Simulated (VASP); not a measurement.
Set up this calculation in VASP 6.6.1, as the native input.

```
Task                   : relaxation of cell and atoms
Functional             : PBE
Potentials or basis    : VASP PAW PBE potentials, release 64 (V_sv)
Cutoff                 : 600 eV
k mesh                 : 8 × 8 × 8
Occupations            : gaussian, width 0.1 eV
Spin                   : collinear spin, ferromagnetic start
Starting moments       : [1.5] μB
Dipole correction      : no
Further INCAR settings : ALGO = Normal; EDIFF = 1e-06; IBRION = 2; EDIFFG = -0.03; NSW = 60; ISIF = 3
```

The structure of V lies in POSCAR:

```
V
1.0
    2.4800000000      0.0000000000      0.0000000000
    0.0000000000      2.4800000000      0.0000000000
    0.0000000000      0.0000000000      2.4800000000
V
1
Direct
    0.0000000000      0.0000000000      0.0000000000
```

The input as run:

INCAR

```
SYSTEM = V
PREC = Accurate
ENCUT = 600
EDIFF = 1E-6
ISMEAR = 0
SIGMA = 0.1
LREAL = .False.
LASPH = .True.
NELM = 150
ALGO = Normal
ISIF = 3
LWAVE = .False.
LCHARG = .False.
ISPIN = 2
MAGMOM = 1.5
LORBIT = 11
LMAXMIX = 4
GGA = PE
IBRION = 2
NSW = 60
EDIFFG = -0.03
```

KPOINTS

```
Automatic mesh
0
Gamma
  8 8 8
  0 0 0
```

Potentials or basis: VASP PAW PBE potentials, release 64 (V_sv).

Command:

```console
$ cat potpaw_PBE.64/V_sv/POTCAR > POTCAR
$ mpirun -np 1 vasp_std > vasp.out
```

It gave:

```
Relaxed volume                                        : 14.55 Å³/atom
Relaxed cell                                          : a = 2.441 Å, b = 2.441 Å, c = 2.441 Å, α = 90.00°, β = 90.00°, γ = 90.00°
Space group after relaxing (to 0.05 Å)                : Pm-3m (No. 221)
Energy gained by relaxing                             : 14.0 meV/atom
Ionic steps                                           : 3
Pressure after relaxing                               : 0.0 GPa
Net moment                                            : 0.00 μB per cell
Valence electrons inside the program's atomic spheres : V 11.74
```

Run time: 11 s on 1 thread of Intel(R) Xeon(R) 6975P-C (Granite Rapids), on a shared host, peak memory 0.14 GiB.
